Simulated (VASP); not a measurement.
# CrGaC4N4 (P-43m) in VASP: notebook

The runs below take CrGaC4N4 through single point, with PBE.

Program: VASP 6.6.1. These are calculated values, not measurements. Logs are shortened: lines on timing, memory, paths and dates and some standing lists are left out, and cuts for length are marked.

## 1. The cell of the first run

The structure is cubic, space group P-43m (No. 215). Conventional cell: a = 5.881 Å, b = 5.881 Å, c = 5.881 Å, α = 90.00°, β = 90.00°, γ = 90.00°. Within 2.6 Å of Cr (site symmetry -43m) lie 4 C at 1.94 Å. Ga (site symmetry -43m) has 4 N at 1.99 Å within 2.6 Å. C (site symmetry 3m) has 1 N at 1.17 Å within 1.6 Å. N (site symmetry 3m) has 1 C at 1.17 Å within 1.6 Å.

## 2. Single point, PBE, collinear spin, ferromagnetic start

Input file INCAR:

```
PREC = Accurate
ENCUT = 520
EDIFF = 1E-6
ISMEAR = 0
SIGMA = 0.1
LREAL = F
LASPH = T
NELM = 150
ALGO = Normal
ISIF = 2
LWAVE = F
LCHARG = F
ISPIN = 2
MAGMOM = 3 0 0 0 0 0 0 0 0 0
LORBIT = 11
LMAXMIX = 4
GGA = PE
NBANDS = 46
```

Input file KPOINTS:

```
Automatic mesh
0
Gamma
  4 4 4
```

Input file POSCAR:

```
CrGaC4N4
1.0
    5.8808898400      0.0000000000      0.0000000000
    0.0000000000      5.8808898400      0.0000000000
    0.0000000000      0.0000000000      5.8808898400
Cr Ga C N
1 1 4 4
Direct
    0.0000000000      0.0000000000      0.0000000000
    0.5000000000      0.5000000000      0.5000000000
    0.1902611400      0.1902611400      0.1902611400
    0.1902611400      0.8097388600      0.8097388600
    0.8097388600      0.1902611400      0.8097388600
    0.8097388600      0.8097388600      0.1902611400
    0.3051246800      0.3051246800      0.3051246800
    0.3051246800      0.6948753200      0.6948753200
    0.6948753200      0.3051246800      0.6948753200
    0.6948753200      0.6948753200      0.3051246800
```

Potentials or basis: VASP PAW PBE potentials, release 64 (Cr_pv, Ga_d, C, N).

Command:

```sh
cat potpaw_PBE.64/Cr_pv/POTCAR potpaw_PBE.64/Ga_d/POTCAR potpaw_PBE.64/C/POTCAR potpaw_PBE.64/N/POTCAR > POTCAR
mpirun -np 1 vasp_std > vasp.out
```

OUTCAR:

```text
PREC = Accurate
   ENCUT = 520
   EDIFF = 1E-6
   ISMEAR = 0
   LREAL = F
   LASPH = T
   NELM = 150
   ISIF = 2
   ISPIN = 2
   LORBIT = 11
   GGA = PE

 ion  position               nearest neighbor table
   1  0.000  0.000  0.000-   3 1.94   4 1.94   5 1.94   6 1.94
   2  0.500  0.500  0.500-   7 1.99   8 1.99   9 1.99  10 1.99
   3  0.190  0.190  0.190-   7 1.17   1 1.94
   4  0.190  0.810  0.810-   8 1.17   1 1.94
   5  0.810  0.190  0.810-   9 1.17   1 1.94
   6  0.810  0.810  0.190-  10 1.17   1 1.94
   7  0.305  0.305  0.305-   3 1.17   2 1.99
   8  0.305  0.695  0.695-   4 1.17   2 1.99
   9  0.695  0.305  0.695-   5 1.17   2 1.99
  10  0.695  0.695  0.305-   6 1.17   2 1.99

  LATTYP: Found a simple cubic cell.
 ALAT       =     5.8808898400

  Lattice vectors:

 A1 = (   5.8808898400,   0.0000000000,   0.0000000000)
 A2 = (   0.0000000000,   5.8808898400,   0.0000000000)
 A3 = (   0.0000000000,   0.0000000000,   5.8808898400)

Analysis of symmetry for initial positions (statically):
=====================================================================
 Subroutine PRICEL returns:
 Original cell was already a primitive cell.

 Routine SETGRP: Setting up the symmetry group for a
 simple cubic supercell.

 Subroutine GETGRP returns: Found 24 space group operations
 (whereof 24 operations were pure point group operations)
 out of a pool of 48 trial point group operations.

The static configuration has the point symmetry T_d .

Analysis of symmetry for dynamics (positions and initial velocities):
=====================================================================
 Subroutine PRICEL returns:
 Original cell was already a primitive cell.

 Routine SETGRP: Setting up the symmetry group for a
 simple cubic supercell.

 Subroutine GETGRP returns: Found 24 space group operations
 (whereof 24 operations were pure point group operations)
 out of a pool of 48 trial point group operations.

The dynamic configuration has the point symmetry T_d .

Analysis of structural, dynamic, and magnetic symmetry:
=====================================================================
 Subroutine PRICEL returns:
 Original cell was already a primitive cell.

 Routine SETGRP: Setting up the symmetry group for a
 simple cubic supercell.

 Subroutine GETGRP returns: Found 24 space group operations
 (whereof 24 operations were pure point group operations)
 out of a pool of 48 trial point group operations.

The overall configuration has the point symmetry T_d .

 Subroutine INISYM returns: Found 24 space group operations
 (whereof 24 operations are pure point group operations),
 and found     1 'primitive' translations

----------------------------------------------------------------------------------------

                                     Primitive cell

  volume of cell :     203.3898

  direct lattice vectors                    reciprocal lattice vectors
     5.880889840  0.000000000  0.000000000     0.170042294  0.000000000  0.000000000
     0.000000000  5.880889840  0.000000000     0.000000000  0.170042294  0.000000000
     0.000000000  0.000000000  5.880889840     0.000000000  0.000000000  0.170042294

  length of vectors
     5.880889840  5.880889840  5.880889840     0.170042294  0.170042294  0.170042294

  position of ions in fractional coordinates (direct lattice)
     0.000000000  0.000000000  0.000000000
     0.500000000  0.500000000  0.500000000
     0.190261140  0.190261140  0.190261140
     0.190261140  0.809738860  0.809738860
     0.809738860  0.190261140  0.809738860
     0.809738860  0.809738860  0.190261140
     0.305124680  0.305124680  0.305124680
     0.305124680  0.694875320  0.694875320
     0.694875320  0.305124680  0.694875320
     0.694875320  0.694875320  0.305124680

  ion indices of the primitive-cell ions
   primitive index   ion index
[... 52 lines left out ...]
   dimension x,y,z NGX =    48 NGY =   48 NGZ =   48
   dimension x,y,z NGXF=    96 NGYF=   96 NGZF=   96
   ions per type =               1   1   4   4
   NGX,Y,Z   is equivalent  to a cutoff of  13.57, 13.57, 13.57 a.u.
   NGXF,Y,Z  is equivalent  to a cutoff of  27.14, 27.14, 27.14 a.u.
 SYSTEM =  unknown system
   PREC   = accura    normal or accurate (medium, high low for compatibility)
   ISTART =      0    job   : 0-new  1-cont  2-samecut
   ICHARG =      2    charge: 1-file 2-atom 10-const
   ISPIN  =      2    spin polarized calculation?
   LNONCOLLINEAR =      F non collinear calculations
   LSORBIT =      F    spin-orbit coupling
   LASPH  =      T    aspherical Exc in radial PAW
   ENCUT  =  520.0 eV  38.22 Ry    6.18 a.u.  10.93 10.93 10.93*2*pi/ulx,y,z
   NELM   =    150;   NELMIN=  2; NELMDL= -5     # of ELM steps
   EDIFF  = 0.1E-05   stopping-criterion for ELM
   LREAL  =      F    real-space projection
   EDIFFG = 0.1E-04   stopping-criterion for IOM
   NSW    =      0    number of steps for IOM
   IBRION =     -1    ionic relax: 0-MD 1-quasi-New 2-CG
   NFREE  =      0    steps in history (QN), initial steepest desc. (CG)
   ISIF   =      2    stress and relaxation
   ISYM   =      2    0-nonsym 1-usesym 2-fastsym
   POTIM  = 0.5000    time-step for ionic-motion
   TEBEG  =    0.0;   TEEND  =   0.0 temperature during run
   PSTRESS=    0.0 pullay stress
   NELECT =      61.0000    total number of electrons
   NUPDOWN=      -1.0000    fix difference up-down
   EMIN   =  10.00;   EMAX   =-10.00  energy-range for DOS
   EFERMI =   0.00;   METHOD = LEGACY
   ISMEAR =     0;   SIGMA  =   0.10  broadening in eV -4-tet -1-fermi 0-gaus
   EFERMI_NEDOS =   21; number of points for ismear=-14 and -15
   IALGO  =     38    algorithm
   IMIX   =      4    mixing-type and parameters
     AMIX     =   0.40;   BMIX     =  1.00
     AMIX_MAG =   1.60;   BMIX_MAG =  1.00
  volume/ion in A,a.u.               =      20.34       137.25
  Fermi-wavevector in a.u.,A,eV,Ry     =   1.095826  2.070811 16.338357  1.200835
  Thomas-Fermi vector in A             =   2.232157
   LORBIT       =     11    0 simple, 1 ext, 2 COOP (PROOUT), +10 PAW based schemes
   GGA     = PE    functional components
   LHFCALC =     F    Hartree Fock is set to
   AEXX    =    0.0000 exact exchange contribution
   IVDW    =     0    specifies the selected vdW correction
   LEPSILON=     F    determine dielectric tensor
   LRPA    =     F    only Hartree local field effects (RPA)
 spin polarized calculation
 Gauss-broadening in eV      SIGMA  =   0.10
  energy-cutoff  :      520.00
  volume of cell :      203.39
 maximum number of plane-waves:      5520
 NGX is ok and might be reduce to    48
   NGX = 21   NGY = 21   NGZ = 21

 number of electron      60.9999996 magnetization       5.0012897

 Free energy of the ion-electron system (eV)
  ---------------------------------------------------
  ext. energy  EPLUGINS =         0.00000000
  ---------------------------------------------------
  free energy    TOTEN  =       -78.45083290 eV

  energy without entropy =      -78.45083290  energy(sigma->0) =      -78.45083290

 E-fermi :   0.6110     XC(G=0):  -7.2784

 val. band max:        0.1863769367   @ k =   0.5000   0.5000   0.0000
 cond. band min:       1.0343364748   @ k =   0.5000   0.5000   0.0000
 fundamental gap:      0.8479595381
 Fermi energy:         0.6110161261

 spin component 1

 k-point     1 :       0.0000    0.0000    0.0000
  band No.  band energies     occupation
      1     -43.6287      1.00000
      2     -43.6287      1.00000
      3     -43.6287      1.00000
      4     -18.6923      1.00000
      5     -18.5629      1.00000
      6     -18.5629      1.00000
[... 439 lines left out ...]
     41       4.4633      0.00000
     42       4.4633      0.00000
 Fermi energy:         0.6110161261

 spin component 2

 k-point     1 :       0.0000    0.0000    0.0000
  band No.  band energies     occupation
      1     -40.4294      1.00000
      2     -40.4294      1.00000
      3     -40.4294      1.00000
      4     -18.5300      1.00000
      5     -18.4073      1.00000
      6     -18.4073      1.00000
[... 439 lines left out ...]
     41       5.3730      0.00000
     42       5.3730      0.00000
 [bands above 42 left out]

------------------------ aborting loop because EDIFF is reached ----------------------------------------

  FORCE on cell =-STRESS in cart. coord.  units (eV):
  Direction    XX          YY          ZZ          XY          YZ          ZX
  --------------------------------------------------------------------------------------
  -------------------------------------------------------------------------------------
  Total        1.4451596      1.4451596      1.4451596      0.0000000      0.0000000      0.0000000
  in kB       11.3840619     11.3840619     11.3840619      0.0000000      0.0000000      0.0000000
  external PRESSURE =      11.3840619 kB  Pullay stress =       0.0000000 kB

 VOLUME and BASIS-vectors are now :
 -----------------------------------------------------------------------------
  energy-cutoff  :      520.00
  volume of cell :      203.39
      direct lattice vectors                 reciprocal lattice vectors
     5.880889840  0.000000000  0.000000000     0.170042294  0.000000000  0.000000000
     0.000000000  5.880889840  0.000000000     0.000000000  0.170042294  0.000000000
     0.000000000  0.000000000  5.880889840     0.000000000  0.000000000  0.170042294

 POSITION                                       TOTAL-FORCE (eV/Angst)
 -----------------------------------------------------------------------------------
      0.00000      0.00000      0.00000        -0.000000      0.000000     -0.000000
      2.94044      2.94044      2.94044        -0.000000      0.000000     -0.000000
      1.11890      1.11890      1.11890        -0.151901     -0.151901     -0.151901
      1.11890      4.76199      4.76199        -0.151901      0.151901      0.151901
      4.76199      1.11890      4.76199         0.151901     -0.151901      0.151901
      4.76199      4.76199      1.11890         0.151901      0.151901     -0.151901
      1.79440      1.79440      1.79440         1.748481      1.748481      1.748481
      1.79440      4.08649      4.08649         1.748481     -1.748481     -1.748481
      4.08649      1.79440      4.08649        -1.748481      1.748481     -1.748481
      4.08649      4.08649      1.79440        -1.748481     -1.748481      1.748481
 -----------------------------------------------------------------------------------
    total drift:                               -0.000000     -0.000000      0.000000

  FREE ENERGIE OF THE ION-ELECTRON SYSTEM (eV)
  ---------------------------------------------------
  free  energy   TOTEN  =       -78.4508329050 eV

  energy  without entropy=      -78.4508329049  energy(sigma->0) =      -78.45083290

 total charge

# of ion       s       p       d       tot
------------------------------------------
    1        0.370   6.471   4.168  11.008
    2        0.660   0.701  10.128  11.489
    3        0.975   1.605   0.000   2.580
    4        0.975   1.605   0.000   2.580
    5        0.975   1.605   0.000   2.580
    6        0.975   1.605   0.000   2.580
    7        1.278   2.643   0.000   3.921
    8        1.278   2.643   0.000   3.921
    9        1.278   2.643   0.000   3.921
   10        1.278   2.643   0.000   3.921
--------------------------------------------------
tot         10.040  24.164  14.295  48.499

 magnetization (x)

# of ion       s       p       d       tot
------------------------------------------
    1        0.023   0.146   3.091   3.260
    2        0.001   0.005   0.013   0.018
    3       -0.009  -0.006   0.000  -0.015
    4       -0.009  -0.006   0.000  -0.015
    5       -0.009  -0.006   0.000  -0.015
    6       -0.009  -0.006   0.000  -0.015
    7        0.008   0.135   0.000   0.142
    8        0.008   0.135   0.000   0.142
    9        0.008   0.135   0.000   0.142
   10        0.008   0.135   0.000   0.142
--------------------------------------------------
tot          0.020   0.663   3.103   3.786
```

It took 6.5 min on 1 thread of Intel Xeon Platinum 8259CL at 2.50GHz (Skylake/Cascade Lake), shared host; peak memory 0.47 GiB.

What came out:

| Quantity | Value |
| --- | --- |
| Free energy | -78.4508 eV |
| Pressure | 1.1 GPa |
| Largest force | 3.028 eV/Å |
| Band gap on the k mesh | 0.85 eV |
| Net moment | 5.00 μB per cell |
| Site moments | Cr +3.26; Ga +0.02; C -0.01; N +0.14 μB |
| Valence electrons inside the program's atomic spheres | Cr 11.01; Ga 11.49; C 2.58; N 3.92 |

Forces on the atoms (eV/Å):
```
Cr   0.000  0.000  0.000
Ga   0.000  0.000  0.000
C   -0.152 -0.152 -0.152
C   -0.152  0.152  0.152
C    0.152 -0.152  0.152
C    0.152  0.152 -0.152
N    1.748  1.748  1.748
N    1.748 -1.748 -1.748
N   -1.748  1.748 -1.748
N   -1.748 -1.748  1.748
```

Caveat: a cell with one magnetic atom can't hold antiferromagnetic order, which such compounds often take; forces of over 1 eV/Å act on the atoms, so gaps and moduli don't describe the material at rest.

(Continued in part 2 of 2.)
